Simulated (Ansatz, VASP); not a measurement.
Two plane-wave programs on NaF

POSCAR

```
NaF
1.0
    2.7934851994      0.0000000000      0.0000000000
    0.0000000000      2.7934851994      0.0000000000
    0.0000000000      0.0000000000      2.8686299512
Na F
1 1
Direct
    0.0000000000      0.0000000000      0.0000000000
    0.5000000000      0.5000000000      0.5000000000
```

The input INCAR.step1:

```
ALGO = Normal
EDIFF = 1E-4
ENCUT = 520
GGA = PE
ISMEAR = 0
LASPH = True
LCHARG = False
LREAL = False
LWAVE = True
NBANDS = 14
NELM = 100
PREC = Accurate
SIGMA = 0.01
```

File INCAR.step2:

```
ALGO = Normal
EDIFF = 1E-6
ENCUT = 520
ISIF = 2
ISMEAR = 0
ISTART = 1
LASPH = True
LCHARG = True
LELF = True
LMIXTAU = True
LREAL = False
LVHAR = True
LWAVE = False
METAGGA = R2SCAN
NBANDS = 14
NELM = 100
PREC = Accurate
SIGMA = 0.01
```

File KPOINTS:

```
k-points
0
Gamma
  10 10 10
```

Input for Ansatz:

```yaml
crystal:
  lattice:
    - [2.7934851994, 0.0, 0.0]
    - [0.0, 2.7934851994, 0.0]
    - [0.0, 0.0, 2.8686299512]
  atoms:
    - { symbol: Na, position: [0.0, 0.0, 0.0] }
    - { symbol: F, position: [0.5, 0.5, 0.5] }
kpoints:
  mp_grid: { grid: [10, 10, 10] }
  band_path:
    path: [[0.0, 0.0, 0.0], [0.0, 0.5, 0.0], [0.5, 0.5, 0.0], [0.5, 0.5, 0.5]]
    npoints: 1
hamiltonian:
  xc: r2scan
scf:
  occupations: { method: fixed }
  n_extra_bands: 4
output:
  forces: true
  stress: true
  eigenvalues: true
```

Change from the starting cell: uniaxial_z strain +2.7%.

Alike in both runs: task single point; functional r2SCAN; k mesh 10 × 10 × 10; no spin polarisation.

|  | VASP | Ansatz |
| --- | --- | --- |
| version | VASP 6.6.1 | Ansatz 0.2.0 |
| potentials or method | VASP PAW PBE potentials, release 64 (Na_pv, F) | plane waves, PAW |
| plane-wave cutoff (eV) | 520 | 500 |
| occupations | gaussian, width 0.01 eV | fixed |
| valence electrons in the cell | 14 | 16 |

|  | VASP | Ansatz | Ansatz less VASP |
| --- | --- | --- | --- |
| gap on the k mesh at the Fermi level (eV) | 6.88 | 6.82 | -0.054 |
| pressure (GPa) | -2.2 | -1.5 | +0.75 |
| traceless stress, the component that is largest in VASP (GPa) | -2.95 | -2.95 | +0.001 |

VASP's potentials were made for PBE, not for r2SCAN. VASP's potentials hold 14 valence electrons a cell and Ansatz's 16, so a difference there can come from the potentials and not from the codes.
